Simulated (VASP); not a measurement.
BP: density of states with PBE

BP:

```xyz
2
Lattice="0.0000 2.2690 2.2690 2.2690 0.0000 2.2690 2.2690 2.2690 0.0000" Properties=species:S:1:pos:R:3 pbc="T T T"
P     3.4035    3.4035    3.4035
B     0.0000    0.0000    0.0000
```

```json
{
  "Program": "VASP 6.6.1",
  "Task": "density of states",
  "Functional": "PBE",
  "Potentials or basis": "VASP PAW PBE potentials, release 64 (P, B)",
  "Cutoff": "520 eV",
  "k mesh": "6 × 6 × 6",
  "Occupations": "fermi-dirac, width 0.05 eV",
  "Spin": "no spin polarisation",
  "Dipole correction": "no",
  "k mesh for the DOS": "9 × 9 × 9",
  "Occupations for the DOS": "tetrahedron",
  "Further INCAR settings": "ALGO = Normal; EDIFF = 1e-06; NBANDS = 11"
}
```

- Valence electrons inside the program's atomic spheres: P 2.57; B 1.94

Levels at points of the mesh, in eV from the valence-band top:
| k point | band 1 | band 2 | band 3 | band 4 | band 5 | band 6 | band 7 | band 8 |
| --- | --- | --- | --- | --- | --- | --- | --- | --- |
| (0.00, 0.00, 0.00) | -15.46 | 0.00 | 0.00 | 0.00 | 3.40 | 3.40 | 3.40 | 7.37 |

It used 6.1 s of CPU time on 1 thread of Intel Xeon 6975P-C, with other jobs on the host.
